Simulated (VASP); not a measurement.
# V (Im-3m) in VASP: further runs

The runs below take V through single point, with LDA.

Everything below comes from runs of VASP 6.6.1. Logs are shortened: lines on timing, memory, paths and dates and some standing lists are left out, and cuts for length are marked.

## 1. The cell of the first run

Symmetry: Im-3m, No. 229, cubic system. Conventional cell: a = 2.847 Å, b = 2.847 Å, c = 2.847 Å, α = 90.00°, β = 90.00°, γ = 90.00°. Within 3.3 Å of V (site symmetry m-3m) lie 14 V at 2.47 to 2.85 Å.

## 2. Single point, LDA (volume scaled by 0.92)

INCAR

```
SYSTEM = V
ALGO     = Normal         ! electronic algorithm
EDIFF    = 1E-7           ! SCF threshold, eV
ENCUT    = 520            ! plane-wave cutoff, eV
ISIF     = 2              ! what is computed and relaxed
ISMEAR   = -1             ! smearing method
LASPH    = .TRUE.         ! aspherical terms in the spheres
LCHARG   = .TRUE.         ! write CHGCAR
LELF     = .TRUE.         ! ELF
LREAL    = .FALSE.        ! projectors in reciprocal space
LVHAR    = .TRUE.       
LWAVE    = .FALSE.        ! write WAVECAR
NBANDS   = 12             ! bands
NELM     = 80             ! most SCF steps
PREC     = Accurate       ! precision mode
SIGMA    = 0.1            ! smearing width, eV
```

KPOINTS

```
k-points
0
G
  25 25 25
  0 0 0
```

POSCAR

```
V
1.0
   -1.4235309644      1.4235309644      1.4235309644
    1.4235309644     -1.4235309644      1.4235309644
    1.4235309644      1.4235309644     -1.4235309644
V
1
Direct
    0.0000000000      0.0000000000      0.0000000000
```

Potentials or basis: VASP PAW LDA potentials, release 64 (V_sv).

On the command line:

```
cat potpaw_LDA.64/V_sv/POTCAR > POTCAR
mpirun -np 1 vasp_std > vasp.out
```

OUTCAR:

```text
SYSTEM = V
   EDIFF = 1E-7
   ENCUT = 520
   ISIF = 2
   ISMEAR = -1
   LASPH = .TRUE.
   LREAL = .FALSE.
   NELM = 80
   PREC = Accurate

 ion  position               nearest neighbor table
   1  0.000  0.000  0.000-

  LATTYP: Found a body centered cubic cell.
 ALAT       =     2.8470619288

  Lattice vectors:

 A1 = (  -1.4235309644,   1.4235309644,   1.4235309644)
 A2 = (   1.4235309644,  -1.4235309644,   1.4235309644)
 A3 = (   1.4235309644,   1.4235309644,  -1.4235309644)

Analysis of symmetry for initial positions (statically):
=====================================================================
 Subroutine PRICEL returns:
 Original cell was already a primitive cell.

 Routine SETGRP: Setting up the symmetry group for a
 body centered cubic supercell.

 Subroutine GETGRP returns: Found 48 space group operations
 (whereof 48 operations were pure point group operations)
 out of a pool of 48 trial point group operations.

The static configuration has the point symmetry O_h .

Analysis of symmetry for dynamics (positions and initial velocities):
=====================================================================
 Subroutine PRICEL returns:
 Original cell was already a primitive cell.

 Routine SETGRP: Setting up the symmetry group for a
 body centered cubic supercell.

 Subroutine GETGRP returns: Found 48 space group operations
 (whereof 48 operations were pure point group operations)
 out of a pool of 48 trial point group operations.

The dynamic configuration has the point symmetry O_h .

 Subroutine INISYM returns: Found 48 space group operations
 (whereof 48 operations are pure point group operations),
 and found     1 'primitive' translations

----------------------------------------------------------------------------------------

                                     Primitive cell

  volume of cell :      11.5388

  direct lattice vectors                    reciprocal lattice vectors
    -1.423530964  1.423530964  1.423530964     0.000000000  0.351239286  0.351239286
     1.423530964 -1.423530964  1.423530964     0.351239286  0.000000000  0.351239286
     1.423530964  1.423530964 -1.423530964     0.351239286  0.351239286  0.000000000

  length of vectors
     2.465627956  2.465627956  2.465627956     0.496727362  0.496727362  0.496727362

  position of ions in fractional coordinates (direct lattice)
     0.000000000  0.000000000  0.000000000

  ion indices of the primitive-cell ions
   primitive index   ion index
                 1           1

----------------------------------------------------------------------------------------

 KPOINTS: k-points

Automatic generation of k-mesh.
 Grid dimensions read from file:
 generate k-points for:   25   25   25

 Generating k-lattice:

  Cartesian coordinates                     Fractional coordinates (reciprocal lattice)
     0.000000000  0.014049571  0.014049571     0.040000000  0.000000000  0.000000000
     0.014049571  0.000000000  0.014049571     0.000000000  0.040000000  0.000000000
     0.014049571  0.014049571  0.000000000     0.000000000  0.000000000  0.040000000

  Length of vectors
     0.019869094  0.019869094  0.019869094

  Shift w.r.t. Gamma in fractional coordinates (k-lattice)
     0.000000000  0.000000000  0.000000000

 Subroutine IBZKPT returns following result:
 ===========================================

 Found    455 irreducible k-points:

 Following reciprocal coordinates:
            Coordinates               Weight
  0.000000  0.000000  0.000000      1.000000
  0.040000  0.000000  0.000000     12.000000
  0.080000  0.000000  0.000000     12.000000
  0.120000  0.000000  0.000000     12.000000
  0.160000  0.000000  0.000000     12.000000
  0.200000  0.000000  0.000000     12.000000
[... 16 lines left out ...]
  0.400000  0.040000  0.000000     48.000000
  0.440000  0.040000  0.000000     48.000000
 [... further k-points ...]
   k-points           NKPTS =    455   k-points in BZ     NKDIM =    455   number of bands    NBANDS=     12
   number of dos      NEDOS =    301   number of ions     NIONS =      1
   total plane-waves  NPLWV =   5832
   dimension x,y,z NGX =    18 NGY =   18 NGZ =   18
   dimension x,y,z NGXF=    36 NGYF=   36 NGZF=   36
   ions per type =               1
   NGX,Y,Z   is equivalent  to a cutoff of  12.14, 12.14, 12.14 a.u.
   NGXF,Y,Z  is equivalent  to a cutoff of  24.27, 24.27, 24.27 a.u.
 SYSTEM =  V
   PREC   = accura    normal or accurate (medium, high low for compatibility)
   ISTART =      0    job   : 0-new  1-cont  2-samecut
   ICHARG =      2    charge: 1-file 2-atom 10-const
   ISPIN  =      1    spin polarized calculation?
   LNONCOLLINEAR =      F non collinear calculations
   LSORBIT =      F    spin-orbit coupling
   LASPH  =      T    aspherical Exc in radial PAW
   ENCUT  =  520.0 eV  38.22 Ry    6.18 a.u.   4.58  4.58  4.58*2*pi/ulx,y,z
   NELM   =     80;   NELMIN=  2; NELMDL= -5     # of ELM steps
   EDIFF  = 0.1E-06   stopping-criterion for ELM
   LREAL  =      F    real-space projection
   EDIFFG = 0.1E-05   stopping-criterion for IOM
   NSW    =      0    number of steps for IOM
   IBRION =     -1    ionic relax: 0-MD 1-quasi-New 2-CG
   NFREE  =      0    steps in history (QN), initial steepest desc. (CG)
   ISIF   =      2    stress and relaxation
   ISYM   =      2    0-nonsym 1-usesym 2-fastsym
   POTIM  = 0.5000    time-step for ionic-motion
   TEBEG  =    0.0;   TEEND  =   0.0 temperature during run
   PSTRESS=    0.0 pullay stress
   NELECT =      13.0000    total number of electrons
   NUPDOWN=      -1.0000    fix difference up-down
   EMIN   =  10.00;   EMAX   =-10.00  energy-range for DOS
   EFERMI =   0.00;   METHOD = LEGACY
   ISMEAR =    -1;   SIGMA  =   0.10  broadening in eV -4-tet -1-fermi 0-gaus
   EFERMI_NEDOS =   21; number of points for ismear=-14 and -15
   IALGO  =     38    algorithm
   IMIX   =      4    mixing-type and parameters
     AMIX     =   0.40;   BMIX     =  1.00
     AMIX_MAG =   1.60;   BMIX_MAG =  1.00
  volume/ion in A,a.u.               =      11.54        77.87
  Fermi-wavevector in a.u.,A,eV,Ry     =   1.703475  3.219100 39.481743  2.901826
  Thomas-Fermi vector in A             =   2.783055
   LORBIT       =      0    0 simple, 1 ext, 2 COOP (PROOUT), +10 PAW based schemes
   GGA     = CA    functional components
   LHFCALC =     F    Hartree Fock is set to
   AEXX    =    0.0000 exact exchange contribution
   IVDW    =     0    specifies the selected vdW correction
   LEPSILON=     F    determine dielectric tensor
   LRPA    =     F    only Hartree local field effects (RPA)
 non-spin polarized calculation
  energy-cutoff  :      520.00
  volume of cell :       11.54
 maximum number of plane-waves:       325
   NGX =  9   NGY =  9   NGZ =  9

 number of electron      12.9999987 magnetization

 Free energy of the ion-electron system (eV)
  ---------------------------------------------------
  ext. energy  EPLUGINS =         0.00000000
  ---------------------------------------------------
  free energy    TOTEN  =        -9.91183617 eV

  energy without entropy =       -9.86360161  energy(sigma->0) =       -9.88771889

 E-fermi :  11.5816     XC(G=0): -14.0994

 val. band max:       11.5797619487   @ k =   0.1200   0.0400   0.0400
 cond. band min:      11.5833685288   @ k =   0.2800   0.0400   0.0000
 fundamental gap:      0.0036065801
 Fermi energy:        11.5815945978

 k-point     1 :       0.0000    0.0000    0.0000
  band No.  band energies     occupation
      1     -51.2736      2.00000
      2     -24.6405      2.00000
      3     -24.6405      2.00000
      4     -24.6405      2.00000
      5       4.7856      2.00000
      6      11.9571      0.04574
      7      11.9571      0.04574
      8      11.9571      0.04574
      9      14.3793      0.00000
     10      14.3793      0.00000
     11      33.2951      0.00000
     12      33.2951      0.00000

 k-point     2 :       0.0400    0.0000    0.0000
  band No.  band energies     occupation
      1     -51.2678      2.00000
      2     -24.6654      2.00000
      3     -24.6478      2.00000
      4     -24.6408      2.00000
      5       4.8612      2.00000
      6      11.9218      0.06445
      7      11.9506      0.04873
      8      12.0146      0.02599
      9      14.3357      0.00000
     10      14.3812      0.00000
     11      33.2331      0.00000
     12      33.3040      0.00000

 k-point     3 :       0.0800    0.0000    0.0000
  band No.  band energies     occupation
      1     -51.2508      2.00000
      2     -24.7382      2.00000
      3     -24.6692      2.00000
      4     -24.6415      2.00000
      5       5.0839      2.00000
      6      11.8195      0.16950
      7      11.9251      0.06241
      8      12.1853      0.00476
      9      14.2217      0.00000
     10      14.3879      0.00000
     11      33.0290      0.00000
     12      33.3029      0.00000

 k-point     4 :       0.1200    0.0000    0.0000
  band No.  band energies     occupation
      1     -51.2236      2.00000
      2     -24.8534      2.00000
      3     -24.7032      2.00000
      4     -24.6428      2.00000
      5       5.4405      2.00000
      6      11.6600      0.62680
      7      11.8654      0.11061
      8      12.4638      0.00029
      9      14.0823      0.00000
     10      14.4016      0.00000
     11      32.6392      0.00000
     12      33.2170      0.00000

 k-point     5 :       0.1600    0.0000    0.0000
  band No.  band energies     occupation
      1     -51.1877      2.00000
      2     -25.0028      2.00000
      3     -24.7476      2.00000
      4     -24.6444      2.00000
      5       5.9069      2.00000
      6      11.4575      1.55153
      7      11.7593      0.28930
      8      12.8405      0.00001
      9      13.9739      0.00000
     10      14.4248      0.00000
     11      32.0210      0.00000
     12      32.9523      0.00000
[... 228 lines left out ...]
      1     -50.9825      2.00000
      2     -25.7988      2.00000
      3     -24.9929      2.00000
      4     -24.6631      2.00000
      5       7.8901      2.00000
      6      10.4504      1.99998
      7      11.9499      0.04905
      8      14.2111      0.00000
      9      14.7214      0.00000
     10      15.3523      0.00000
     11      27.0023      0.00000
     12      30.0154      0.00000

 k-point    22 :       0.3600    0.0400    0.0000
  band No.  band energies     occupation
      1     -50.9455      2.00000
      2     -25.9348      2.00000
      3     -25.0368      2.00000
      4     -24.6650      2.00000
      5       7.9410      2.00000
      6      10.2868      2.00000
      7      12.4944      0.00022
      8      14.3333      0.00000
      9      14.8018      0.00000
     10      15.8864      0.00000
     11      25.8100      0.00000
     12      29.4469      0.00000

 k-point    23 :       0.4000    0.0400    0.0000
  band No.  band energies     occupation
      1     -50.9171      2.00000
      2     -26.0378      2.00000
      3     -25.0701      2.00000
      4     -24.6664      2.00000
      5       7.9137      2.00000
      6      10.1650      2.00000
      7      13.0739      0.00000
      8      14.4128      0.00000
      9      14.8921      0.00000
     10      16.3269      0.00000
     11      24.7972      0.00000
     12      29.0152      0.00000

 k-point    24 :       0.4400    0.0400    0.0000
  band No.  band energies     occupation
      1     -50.8993      2.00000
      2     -26.1018      2.00000
      3     -25.0909      2.00000
      4     -24.6673      2.00000
      5       7.8739      2.00000
      6      10.0900      2.00000
      7      13.5278      0.00000
      8      14.4319      0.00000
      9      14.9804      0.00000
     10      16.6226      0.00000
     11      24.0958      0.00000
     12      28.7458      0.00000

 [... further k-points ...]

------------------------ aborting loop because EDIFF is reached ----------------------------------------

  FORCE on cell =-STRESS in cart. coord.  units (eV):
  Direction    XX          YY          ZZ          XY          YZ          ZX
  --------------------------------------------------------------------------------------
  -------------------------------------------------------------------------------------
  Total        1.5225037      1.5225037      1.5225037      0.0000000      0.0000000     -0.0000000
  in kB      211.4015653    211.4015653    211.4015653      0.0000000      0.0000000     -0.0000000
  external PRESSURE =     211.4015653 kB  Pullay stress =       0.0000000 kB

 VOLUME and BASIS-vectors are now :
 -----------------------------------------------------------------------------
  energy-cutoff  :      520.00
  volume of cell :       11.54
      direct lattice vectors                 reciprocal lattice vectors
    -1.423530964  1.423530964  1.423530964     0.000000000  0.351239286  0.351239286
     1.423530964 -1.423530964  1.423530964     0.351239286  0.000000000  0.351239286
     1.423530964  1.423530964 -1.423530964     0.351239286  0.351239286  0.000000000

 POSITION                                       TOTAL-FORCE (eV/Angst)
 -----------------------------------------------------------------------------------
      0.00000      0.00000      0.00000        -0.000000     -0.000000      0.000000
 -----------------------------------------------------------------------------------
    total drift:                                0.000000     -0.000000      0.000000

  FREE ENERGIE OF THE ION-ELECTRON SYSTEM (eV)
  ---------------------------------------------------
  free  energy   TOTEN  =        -9.9118361685 eV

  energy  without entropy=       -9.8636016086  energy(sigma->0) =       -9.88771889
```

Run time: 25 s. Hardware: 1 thread of AMD EPYC 9R45 (Zen 5), shared host; peak memory 0.13 GiB.

What came out:

```
Free energy : -9.9118 eV
Pressure    : 21.1 GPa
```

[end of part 1 of 2]
